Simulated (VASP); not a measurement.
# Hg (C2/m) in VASP: notebook

Runs on Hg. Level: PBE. Tasks: single point.

Everything below comes from runs of VASP 6.6.1. Logs are shortened: lines on timing, memory, paths and dates and some standing lists are left out, and cuts for length are marked.

## (1) The cell of the first run

The structure is monoclinic, space group C2/m (No. 12). The conventional cell has a = 4.769 Å, b = 3.373 Å, c = 3.071 Å, α = 90.00°, β = 118.69°, γ = 90.00°. Hg (site symmetry 2/m) has 12 Hg at 2.92 to 3.37 Å within 3.8 Å.

## (2) Single point, PBE (strained)

File INCAR:

```
SYSTEM = Hg
PREC     = Accurate       ! precision mode
ENCUT    = 520            ! plane-wave cutoff, eV
EDIFF    = 1E-6           ! SCF threshold, eV
ISMEAR   = 0              ! smearing method
SIGMA    = 0.1            ! smearing width, eV
LREAL    = .FALSE.        ! projectors in reciprocal space
LASPH    = .TRUE.         ! aspherical terms in the spheres
NELM     = 80             ! most SCF steps
ALGO     = Fast           ! electronic algorithm
ISIF     = 2              ! what is computed and relaxed
LWAVE    = .FALSE.        ! write WAVECAR
LCHARG   = .FALSE.        ! write CHGCAR
GGA      = PE             ! functional
NBANDS   = 12             ! bands
```

File KPOINTS:

```
Automatic mesh
0
G
  14 14 14
  0 0 0
```

File POSCAR:

```
Hg
1.0
    1.6863006438      0.8576276545      2.2248095309
   -1.6863006438      0.8576276545      2.2248095309
    0.0000000000     -1.9833353089      2.3446674783
Hg
1
Direct
    0.0000000000      0.0000000000      0.0000000000
```

Potentials or basis: VASP PAW PBE potentials, release 64 (Hg).

Command:

```bash
$ cat potpaw_PBE.64/Hg/POTCAR > POTCAR
$ mpirun -np 1 vasp_std > vasp.out
```

OUTCAR:

```text
SYSTEM = Hg
   PREC = Accurate
   ENCUT = 520
   EDIFF = 1E-6
   ISMEAR = 0
   LREAL = .FALSE.
   LASPH = .TRUE.
   NELM = 80
   ISIF = 2
   GGA = PE

 ion  position               nearest neighbor table
   1  0.000  0.000  0.000-

  LATTYP: Found a base centered monoclinic cell.
 ALAT       =     4.7687745355
 B/A-ratio  =     0.7072259891
 C/A-ratio  =     0.6439824455
 COS(beta)  =    -0.4800941824

  Lattice vectors:

 A1 = (  -1.6863006438,  -0.8576276545,  -2.2248095309)
 A2 = (   1.6863006438,  -0.8576276545,  -2.2248095309)
 A3 = (   0.0000000000,  -1.9833353089,   2.3446674783)

Analysis of symmetry for initial positions (statically):
=====================================================================
 Subroutine PRICEL returns:
 Original cell was already a primitive cell.

 Routine SETGRP: Setting up the symmetry group for a
 base centered monoclinic supercell.

 Subroutine GETGRP returns: Found  4 space group operations
 (whereof  4 operations were pure point group operations)
 out of a pool of  4 trial point group operations.

The static configuration has the point symmetry C_2h.

Analysis of symmetry for dynamics (positions and initial velocities):
=====================================================================
 Subroutine PRICEL returns:
 Original cell was already a primitive cell.

 Routine SETGRP: Setting up the symmetry group for a
 base centered monoclinic supercell.

 Subroutine GETGRP returns: Found  4 space group operations
 (whereof  4 operations were pure point group operations)
 out of a pool of  4 trial point group operations.

The dynamic configuration has the point symmetry C_2h.

 Subroutine INISYM returns: Found  4 space group operations
 (whereof  4 operations are pure point group operations),
 and found     1 'primitive' translations

----------------------------------------------------------------------------------------

                                     Primitive cell

  volume of cell :      21.6636

  direct lattice vectors                    reciprocal lattice vectors
     1.686300644  0.857627655  2.224809531     0.296507033  0.182509988  0.154383727
    -1.686300644  0.857627655  2.224809531    -0.296507033  0.182509988  0.154383727
     0.000000000 -1.983335309  2.344667478     0.000000000 -0.346360381  0.133516257

  length of vectors
     2.920430192  2.920430192  3.071007087     0.380868286  0.380868286  0.371203589

  position of ions in fractional coordinates (direct lattice)
     0.000000000  0.000000000  0.000000000

  ion indices of the primitive-cell ions
   primitive index   ion index
                 1           1

----------------------------------------------------------------------------------------

 KPOINTS: Automatic mesh

Automatic generation of k-mesh.
 Grid dimensions read from file:
 generate k-points for:   14   14   14

 Generating k-lattice:

  Cartesian coordinates                     Fractional coordinates (reciprocal lattice)
     0.021179074  0.013036428  0.011027409     0.071428571 -0.000000000  0.000000000
    -0.021179074  0.013036428  0.011027409    -0.000000000  0.071428571  0.000000000
     0.000000000 -0.024740027  0.009536876    -0.000000000 -0.000000000  0.071428571

  Length of vectors
     0.027204878  0.027204878  0.026514542

  Shift w.r.t. Gamma in fractional coordinates (k-lattice)
     0.000000000  0.000000000  0.000000000

 Subroutine IBZKPT returns following result:
 ===========================================

 Found    744 irreducible k-points:

 Following reciprocal coordinates:
            Coordinates               Weight
  0.000000  0.000000  0.000000      1.000000
  0.071429 -0.000000 -0.000000      4.000000
  0.142857  0.000000  0.000000      4.000000
  0.214286  0.000000  0.000000      4.000000
  0.285714 -0.000000  0.000000      4.000000
  0.357143 -0.000000 -0.000000      4.000000
[... 16 lines left out ...]
  0.214286  0.142857  0.000000      4.000000
  0.285714  0.142857  0.000000      4.000000
 [... further k-points ...]
   k-points           NKPTS =    744   k-points in BZ     NKDIM =    744   number of bands    NBANDS=     12
   number of dos      NEDOS =    301   number of ions     NIONS =      1
   total plane-waves  NPLWV =  13824
   dimension x,y,z NGX =    24 NGY =   24 NGZ =   24
   dimension x,y,z NGXF=    48 NGYF=   48 NGZF=   48
   ions per type =               1
   NGX,Y,Z   is equivalent  to a cutoff of  13.66, 13.66, 12.99 a.u.
   NGXF,Y,Z  is equivalent  to a cutoff of  27.32, 27.32, 25.98 a.u.
 SYSTEM =  Hg
   PREC   = accura    normal or accurate (medium, high low for compatibility)
   ISTART =      0    job   : 0-new  1-cont  2-samecut
   ICHARG =      2    charge: 1-file 2-atom 10-const
   ISPIN  =      1    spin polarized calculation?
   LNONCOLLINEAR =      F non collinear calculations
   LSORBIT =      F    spin-orbit coupling
   LASPH  =      T    aspherical Exc in radial PAW
   ENCUT  =  520.0 eV  38.22 Ry    6.18 a.u.   5.43  5.43  5.71*2*pi/ulx,y,z
   NELM   =     80;   NELMIN=  2; NELMDL= -5     # of ELM steps
   EDIFF  = 0.1E-05   stopping-criterion for ELM
   LREAL  =      F    real-space projection
   EDIFFG = 0.1E-04   stopping-criterion for IOM
   NSW    =      0    number of steps for IOM
   IBRION =     -1    ionic relax: 0-MD 1-quasi-New 2-CG
   NFREE  =      0    steps in history (QN), initial steepest desc. (CG)
   ISIF   =      2    stress and relaxation
   ISYM   =      2    0-nonsym 1-usesym 2-fastsym
   POTIM  = 0.5000    time-step for ionic-motion
   TEBEG  =    0.0;   TEEND  =   0.0 temperature during run
   PSTRESS=    0.0 pullay stress
   NELECT =      12.0000    total number of electrons
   NUPDOWN=      -1.0000    fix difference up-down
   EMIN   =  10.00;   EMAX   =-10.00  energy-range for DOS
   EFERMI =   0.00;   METHOD = LEGACY
   ISMEAR =     0;   SIGMA  =   0.10  broadening in eV -4-tet -1-fermi 0-gaus
   EFERMI_NEDOS =   21; number of points for ismear=-14 and -15
   IALGO  =     68    algorithm
   IMIX   =      4    mixing-type and parameters
     AMIX     =   0.40;   BMIX     =  1.00
     AMIX_MAG =   1.60;   BMIX_MAG =  1.00
  volume/ion in A,a.u.               =      21.66       146.19
  Fermi-wavevector in a.u.,A,eV,Ry     =   1.344493  2.540724 24.594745  1.807663
  Thomas-Fermi vector in A             =   2.472483
   LORBIT       =      0    0 simple, 1 ext, 2 COOP (PROOUT), +10 PAW based schemes
   GGA     = PE    functional components
   LHFCALC =     F    Hartree Fock is set to
   AEXX    =    0.0000 exact exchange contribution
   IVDW    =     0    specifies the selected vdW correction
   LEPSILON=     F    determine dielectric tensor
   LRPA    =     F    only Hartree local field effects (RPA)
 non-spin polarized calculation
 RMM-DIIS sequential band-by-band and
 Gauss-broadening in eV      SIGMA  =   0.10
  energy-cutoff  :      520.00
  volume of cell :       21.66
 maximum number of plane-waves:       600
 NGX is ok and might be reduce to    24
   NGX = 11   NGY = 11   NGZ = 11

 number of electron      12.0000000 magnetization

 Free energy of the ion-electron system (eV)
  ---------------------------------------------------
  ext. energy  EPLUGINS =         0.00000000
  ---------------------------------------------------
  free energy    TOTEN  =        -0.00075625 eV

  energy without entropy =        0.00035944  energy(sigma->0) =       -0.00019841

 E-fermi :   3.5374     XC(G=0): -11.3274

 val. band max:        3.5208956607   @ k =  -0.1429   0.5000   0.3571
 cond. band min:       3.5480064170   @ k =  -0.1429  -0.2143   0.3571
 fundamental gap:      0.0271107563
 Fermi energy:         3.5373758978

 k-point     1 :       0.0000    0.0000    0.0000
  band No.  band energies     occupation
      1      -6.3702      2.00000
      2      -4.5318      2.00000
      3      -4.2803      2.00000
      4      -3.2234      2.00000
      5      -3.0874      2.00000
      6      -2.8231      2.00000
      7      16.0147      0.00000
      8      17.0948      0.00000
      9      17.5570      0.00000
     10      21.7843      0.00000
     11      22.8615      0.00000
     12      23.7024      0.00000

 k-point     2 :       0.0714   -0.0000   -0.0000
  band No.  band energies     occupation
      1      -6.2381      2.00000
      2      -4.5014      2.00000
      3      -4.2605      2.00000
      4      -3.2274      2.00000
      5      -3.0942      2.00000
      6      -2.8401      2.00000
      7      15.9936      0.00000
      8      16.1547      0.00000
      9      17.4174      0.00000
     10      21.9843      0.00000
     11      23.1102      0.00000
     12      23.5698      0.00000

 k-point     3 :       0.1429    0.0000    0.0000
  band No.  band energies     occupation
      1      -5.8767      2.00000
      2      -4.4004      2.00000
      3      -4.2052      2.00000
      4      -3.2291      2.00000
      5      -3.1024      2.00000
      6      -2.8769      2.00000
      7      13.6563      0.00000
      8      16.2031      0.00000
      9      17.6846      0.00000
     10      21.7741      0.00000
     11      22.9676      0.00000
     12      23.3212      0.00000
[... 286 lines left out ...]
 k-point    23 :       0.2143    0.1429    0.0000
  band No.  band energies     occupation
      1      -5.1251      2.00000
      2      -4.2112      2.00000
      3      -3.9627      2.00000
      4      -3.3405      2.00000
      5      -3.0829      2.00000
      6      -2.9911      2.00000
      7      12.6018      0.00000
      8      14.9717      0.00000
      9      16.5964      0.00000
     10      20.3063      0.00000
     11      21.5888      0.00000
     12      23.7393      0.00000

 k-point    24 :       0.2857    0.1429    0.0000
  band No.  band energies     occupation
      1      -4.8398      2.00000
      2      -4.1532      2.00000
      3      -3.8342      2.00000
      4      -3.2050      2.00000
      5      -2.8881      2.00000
      6      -2.7946      2.00000
      7       9.9688      0.00000
      8      14.7321      0.00000
      9      17.9760      0.00000
     10      19.1437      0.00000
     11      20.1506      0.00000
     12      23.5657      0.00000

 [... further k-points ...]
[... 5 lines left out ...]
  --------------------------------------------------------------------------------------
  -------------------------------------------------------------------------------------
  Total        1.4476164      1.3383188      1.6896132      0.0000000      0.1345692      0.0000000
  in kB      107.0617763     98.9784228    124.9592050      0.0000000      9.9523699      0.0000000
  external PRESSURE =     110.3331347 kB  Pullay stress =       0.0000000 kB

 VOLUME and BASIS-vectors are now :
 -----------------------------------------------------------------------------
  energy-cutoff  :      520.00
  volume of cell :       21.66
      direct lattice vectors                 reciprocal lattice vectors
     1.686300644  0.857627655  2.224809531     0.296507033  0.182509988  0.154383727
    -1.686300644  0.857627655  2.224809531    -0.296507033  0.182509988  0.154383727
     0.000000000 -1.983335309  2.344667478     0.000000000 -0.346360381  0.133516257

 POSITION                                       TOTAL-FORCE (eV/Angst)
 -----------------------------------------------------------------------------------
      0.00000      0.00000      0.00000         0.000000     -0.000000      0.000000
 -----------------------------------------------------------------------------------
    total drift:                                0.000000      0.000000      0.000000

  FREE ENERGIE OF THE ION-ELECTRON SYSTEM (eV)
  ---------------------------------------------------
  free  energy   TOTEN  =        -0.0007562520 eV

  energy  without entropy=        0.0003594360  energy(sigma->0) =       -0.00019841
```

Run time: 93 s. Hardware: 1 thread of Intel Xeon Platinum 8488C (Sapphire Rapids), shared host; peak memory 0.29 GiB.

What came out:

- Free energy: -0.0008 eV
- Pressure: 11.0 GPa
- Band gap on the k mesh: zero (band 6 reaches 4.94 eV, above the bottom of band 7 at 1.21 eV)

Caveat: the cell differs from its parent crystal (strained); spin-orbit coupling is left out, which moves the levels of the heavy elements.

## (3) Single point, PBE (strained)

File INCAR:

```
PREC     = Accurate       # precision mode
ENCUT    = 520            # plane-wave cutoff, eV
EDIFF    = 1E-6           # SCF threshold, eV
ISMEAR   = 0              # smearing method
SIGMA    = 0.1            # smearing width, eV
LREAL    = F              # projectors in reciprocal space
LASPH    = T              # aspherical terms in the spheres
NELM     = 60             # most SCF steps
ALGO     = Fast           # electronic algorithm
ISIF     = 2              # what is computed and relaxed
LWAVE    = F              # write WAVECAR
LCHARG   = T              # write CHGCAR
GGA      = PE             # functional
LELF     = T              # ELF
LVHAR    = T            
NBANDS   = 12             # bands
```

File KPOINTS:

```
Automatic mesh
0
Gamma
  14 14 14
```

File POSCAR:

```
Hg
1.0
    1.7208949098      0.9935651552      2.2092147271
   -1.7168581949      1.0614849731      2.1757219183
    0.0608386451     -2.0175859482      2.1757181746
Hg
1
Direct
    0.0000000000      0.0000000000      0.0000000000
```

Potentials or basis: VASP PAW PBE potentials, release 64 (Hg).

Command:

```bash
$ cat potpaw_PBE.64/Hg/POTCAR > POTCAR
$ mpirun -np 1 vasp_std > vasp.out
```

OUTCAR:

```text
PREC = Accurate
   ENCUT = 520
   EDIFF = 1E-6
   ISMEAR = 0
   LREAL = F
   LASPH = T
   NELM = 60
   ISIF = 2
   GGA = PE

 ion  position               nearest neighbor table
   1  0.000  0.000  0.000-

  LATTYP: Found a base centered monoclinic cell.
 ALAT       =     4.7530580373
 B/A-ratio  =     0.7480241205
 C/A-ratio  =     0.6251576432
 COS(beta)  =    -0.4116238219

  Lattice vectors:

 A1 = (   1.7168581949,  -1.0614849731,  -2.1757219183)
 A2 = (  -0.0608386451,   2.0175859482,  -2.1757181746)
 A3 = (   1.7208949098,   0.9935651552,   2.2092147271)

Analysis of symmetry for initial positions (statically):
=====================================================================
 Subroutine PRICEL returns:
 Original cell was already a primitive cell.

 Routine SETGRP: Setting up the symmetry group for a
 base centered monoclinic supercell.

 Subroutine GETGRP returns: Found  4 space group operations
 (whereof  4 operations were pure point group operations)
 out of a pool of  4 trial point group operations.

The static configuration has the point symmetry C_2h.

[... 162 lines left out ...]
 val. band max:        3.0530883132   @ k =  -0.1429   0.4286   0.4286
 cond. band min:       3.1195236523   @ k =   0.0714  -0.4286   0.4286
 fundamental gap:      0.0664353391
 Fermi energy:         3.1085373228

 k-point     1 :       0.0000    0.0000    0.0000
  band No.  band energies     occupation
      1      -6.3897      2.00000
      2      -4.9318      2.00000
      3      -4.8109      2.00000
      4      -3.3984      2.00000
      5      -3.2978      2.00000
      6      -3.1714      2.00000
      7      15.1245      0.00000
      8      15.4430      0.00000
      9      15.9821      0.00000
     10      20.1347      0.00000
     11      21.4067      0.00000
     12      21.7101      0.00000
[... 331 lines left out ...]
 k-point    24 :       0.0714    0.1429    0.0000
  band No.  band energies     occupation
      1      -5.9430      2.00000
      2      -4.8381      2.00000
      3      -4.6199      2.00000
      4      -3.5050      2.00000
      5      -3.3529      2.00000
      6      -3.2076      2.00000
      7      12.7014      0.00000
      8      15.2881      0.00000
      9      16.1570      0.00000
     10      20.7073      0.00000
     11      21.3368      0.00000
     12      22.8192      0.00000

 [... further k-points ...]
[... 5 lines left out ...]
  --------------------------------------------------------------------------------------
  -------------------------------------------------------------------------------------
  Total        0.9975974      1.0209287      1.3102316     -0.0201999     -0.0010194     -0.0017707
  in kB       69.8528862     71.4865719     91.7438846     -1.4144221     -0.0713769     -0.1239872
  external PRESSURE =      77.6944476 kB  Pullay stress =       0.0000000 kB

 VOLUME and BASIS-vectors are now :
 -----------------------------------------------------------------------------
  energy-cutoff  :      520.00
  volume of cell :       22.88
      direct lattice vectors                 reciprocal lattice vectors
     1.720894910  0.993565155  2.209214727     0.292779920  0.169035854  0.148563373
    -1.716858195  1.061484973  2.175721918    -0.289274892  0.157760693  0.154383437
     0.060838645 -2.017585948  2.175718175    -0.008012062 -0.329399232  0.154384049

 POSITION                                       TOTAL-FORCE (eV/Angst)
 -----------------------------------------------------------------------------------
      0.00000      0.00000      0.00000        -0.000000     -0.000000      0.000000
 -----------------------------------------------------------------------------------
    total drift:                                0.000000     -0.000000      0.000000

  FREE ENERGIE OF THE ION-ELECTRON SYSTEM (eV)
  ---------------------------------------------------
  free  energy   TOTEN  =        -0.0641669802 eV

  energy  without entropy=       -0.0633902867  energy(sigma->0) =       -0.06377863
```

OSZICAR:

```text
N       E                     dE             d eps       ncg     rms          rms(c)
DAV:   1     0.731916146348E+02    0.73192E+02   -0.66497E+03 19056   0.969E+02
DAV:   2     0.110715619005E+01   -0.72084E+02   -0.67445E+02 19528   0.230E+02
DAV:   3    -0.104149686632E+00   -0.12113E+01   -0.12107E+01 21436   0.331E+01
DAV:   4    -0.105288048583E+00   -0.11384E-02   -0.11383E-02 19600   0.105E+00
DAV:   5    -0.105289600428E+00   -0.15518E-05   -0.15519E-05 21400   0.373E-02    0.456E+00
RMM:   6    -0.674088507826E-01    0.37881E-01   -0.57913E-02 18055   0.239E+00    0.328E+00
RMM:   7    -0.642891336449E-01    0.31197E-02   -0.10055E-02 19294   0.883E-01    0.125E+00
RMM:   8    -0.641393192313E-01    0.14981E-03   -0.13138E-03 19902   0.493E-01    0.685E-02
RMM:   9    -0.641574612814E-01   -0.18142E-04   -0.63309E-05 20665   0.897E-02    0.363E-02
RMM:  10    -0.641673554167E-01   -0.98941E-05   -0.20165E-05 19971   0.600E-02    0.754E-03
RMM:  11    -0.641669802174E-01    0.37520E-06   -0.23154E-06 16630   0.156E-02
   1 F= -.64166980E-01 E0= -.63778633E-01  d E =-.776694E-03
```

Wall time 95 s (1 thread of Intel Xeon Platinum 8488C (Sapphire Rapids), shared host); peak memory 0.3 GiB.

Results:

* Free energy: -0.0642 eV
* Pressure: 7.8 GPa
* Band gap on the k mesh: zero (band 6 reaches 4.74 eV, above the bottom of band 7 at 0.89 eV)

Stress tensor (GPa, compression positive):
```
 6.99 -0.14 -0.01
-0.14  7.15 -0.01
-0.01 -0.01  9.17
```

Caveat: the cell differs from its parent crystal (strained); spin-orbit coupling is left out, which moves the levels of the heavy elements.
